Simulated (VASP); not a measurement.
**Fe: vibrations by perturbation theory with PBE**

Fe:

```
Fe
1.0
     0.00000    1.94174    1.96511
     1.49844    0.00000    1.96511
     1.49844    1.94174    0.00000
Fe
1
Cartesian
  0.0000 0.0000 0.0000
```

```yaml
Program: VASP 6.6.1
Task: vibrations by perturbation theory
Functional: PBE
Potentials_or_basis: VASP PAW PBE potentials, release 64 (Fe)
Cutoff: 600 eV
k_mesh: 10 × 10 × 10
Occupations: fermi-dirac, width 0.05 eV
Spin: collinear spin, ferromagnetic start
Starting_moments: "[3.0] μB"
Dipole_correction: no
Further_INCAR_settings: ALGO = Normal; EDIFF = 1e-08; IBRION = 8; NSW = 1
```

```yaml
Net_moment: 2.19 μB per cell
Site_moments: Fe +2.19 μB
Valence_electrons_inside_the_program's_atomic_spheres: Fe 7.26
```

Run time: 7.3 min on 1 thread of Intel Xeon 8259CL, on a shared host, peak memory 0.23 GiB.

Caveat: some modes are imaginary.
